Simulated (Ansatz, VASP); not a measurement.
**H3C2 in VASP and in Ansatz**

```
H C
1.0
     3.42452   -3.21941    0.09168
     3.42452    3.21941    0.09168
    -0.64654    0.00000    4.21853
H C
6 4
Direct
  0.25371 0.25371 0.52447
  0.74629 0.74629 0.47553
  0.21871 0.49488 0.22378
  0.50512 0.78129 0.77622
  0.78129 0.50512 0.77622
  0.49488 0.21871 0.22378
  0.07967 0.07967 0.08050
  0.92033 0.92033 0.91950
  0.27084 0.27084 0.27194
  0.72916 0.72916 0.72806
```

Alike in both runs: functional PBE; dispersion D3(BJ); k mesh 6 × 6 × 6; occupations gaussian, width 0.02 eV; no spin polarisation.

Ansatz relaxed the structure, and its values are those at the end. VASP's run is a single point on that final structure, the one shown.

|  | VASP | Ansatz |
| --- | --- | --- |
| version | VASP 6.6.1 | Ansatz 0.2.0 |
| potentials or method | VASP PAW PBE potentials, release 64 (H, C), cutoff 520 eV | scalar-relativistic, plane waves, PAW |
| valence electrons in the cell | 22 | 22 |

```tsv
	VASP	Ansatz	Ansatz less VASP
gap on the k mesh at the Fermi level (eV)	4.66	4.66	-0.004
least direct gap on the mesh (eV)	5.03	5.03	-0.001
pressure (GPa)	0.0	0.0	+0.04
rms of the force components (eV/Å)	0.020	0.002	-0.0186
```
